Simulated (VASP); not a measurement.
Input of a VASP 6.6.1 run:

Contents of INCAR:

```
  PREC = Accurate
  ENCUT = 520
  EDIFF = 1E-6
  ISMEAR = 0
  SIGMA = 0.1
  LREAL = False
  LASPH = True
  NELM = 80
  ALGO = Normal
  ISIF = 2
  LWAVE = False
  LCHARG = True
  GGA = PE
  LELF = True
  LVHAR = True
  NBANDS = 28
```

KPOINTS

```
Automatic mesh
0
Gamma
  10 10 10
```

POSCAR

```
ScSiS4
1.0
    0.0000000000      3.7306761473      3.7306761473
    3.7306761473      0.0000000000      3.7306761473
    3.7306761473      3.7306761473      0.0000000000
Sc Si S
1 1 4
Direct
    0.0000000000      0.0000000000      0.0000000000
    0.7500000000      0.7500000000      0.7500000000
    0.3742510942      0.8772467173      0.3742510942
    0.3742510942      0.3742510942      0.8772467173
    0.8772467173      0.3742510942      0.3742510942
    0.3742510942      0.3742510942      0.3742510942
```

Potentials or basis: VASP PAW PBE potentials, release 64 (Sc_sv, Si, S).

Command:

```console
$ cat potpaw_PBE.64/Sc_sv/POTCAR potpaw_PBE.64/Si/POTCAR potpaw_PBE.64/S/POTCAR > POTCAR
$ mpirun -np 1 vasp_std > vasp.out
```

Estimate the band gap on the k mesh.

zero (an odd number of electrons rules out a gap without spin polarisation).

Estimate the largest force.

0.005 eV/Å.

Estimate the pressure.

0.0 GPa.

Forces on the atoms (eV/Å):
```
Sc   0.000  0.000  0.000
Si   0.000  0.000  0.000
S    0.003 -0.003  0.003
S    0.003  0.003 -0.003
S   -0.003  0.003  0.003
S   -0.003 -0.003 -0.003
```
